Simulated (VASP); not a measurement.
Runs of VASP 6.6.1 on Al3InAs4. The structure is that of space group P-4m2 (No. 115), or close to it. The cells are those of the table. 

```csv
task,cell,cutoff (eV),gap on the mesh (eV),pressure (GPa),largest force (eV/Å)
relaxation of shape and atoms at fixed volume,"relaxed from a = 3.998, b = 3.998, c = 11.326 Å, 8 atoms",600,1.30,7.4,0.01
single point,"a = 4.205, b = 4.205, c = 11.926 Å, 8 atoms",520,0.65,-3.1,0.01
single point,"a = 4.165, b = 4.165, c = 11.813 Å, 8 atoms",520,(a),-1.6,-
single point,"a = 4.257, b = 4.257, c = 12.078 Å, 8 atoms",520,0.42,(b),-
```

Alike in all rows: level PBE; potentials or basis VASP PAW PBE potentials, release 64 (Al, In_d, As); no spin polarisation; k mesh 8 × 8 × 4; smearing gaussian 0.02 eV.

Fill in the values left out.

(a) 0.84; (b) -4.7.

Caveats: spin-orbit coupling is left out, which moves the levels of the heavy elements; the cell stands under tension (at least some runs).

A k mesh can miss the band edges, and the runs leave out spin-orbit coupling on As, In.
